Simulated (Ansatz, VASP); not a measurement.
IrPtC4N4 in VASP and in Ansatz

```
CELL_PARAMETERS angstrom
5.88531 0.00000 0.00000
0.00000 5.88531 0.00000
0.00000 0.00000 5.88531
ATOMIC_POSITIONS crystal
Ir 0.50000 0.50000 0.50000
Pt 0.00000 0.00000 0.00000
C 0.19302 0.19302 0.19302
C 0.19302 0.80698 0.80698
C 0.80698 0.19302 0.80698
C 0.80698 0.80698 0.19302
N 0.30997 0.30997 0.30997
N 0.30997 0.69003 0.69003
N 0.69003 0.30997 0.69003
N 0.69003 0.69003 0.30997
```

Alike in both runs: functional PBE; k mesh 4 × 4 × 4; occupations gaussian, width 0.1 eV; collinear spin.

Ansatz relaxed the structure, and its values are those at the end. VASP's run is a single point on that final structure, the one shown.

|  | VASP | Ansatz |
| --- | --- | --- |
| version | VASP 6.6.1 | Ansatz 0.2.0 |
| potentials or method | VASP PAW PBE potentials, release 64 (Ir, Pt, C, N), cutoff 520 eV | scalar-relativistic, plane waves, PAW |
| valence electrons in the cell | 55 | 71 |

```csv
,VASP,Ansatz,Ansatz less VASP
gap on the k mesh at the Fermi level (eV),none,none,-
pressure (GPa),0.4,0.0,-0.41
rms of the force components (eV/Å),0.090,0.005,-0.0848
net moment per atom (μB),0.11,0.11,0.000
size of the moment on the site where the two differ most (μB),0.84,0.53,-0.319
```

Site moments also hang on the region over which each program counts them. A gap of «none» marks a metal or a gap that the smearing closes. The functional is the same, so the differences come from potentials, cutoffs and numerics. VASP's potentials hold 55 valence electrons a cell and Ansatz's 71, so a difference there can come from the potentials and not from the codes.

Neither program's run includes spin-orbit coupling. Noted on VASP's run: the standard files for N, O and F lose accuracy on very short bonds.
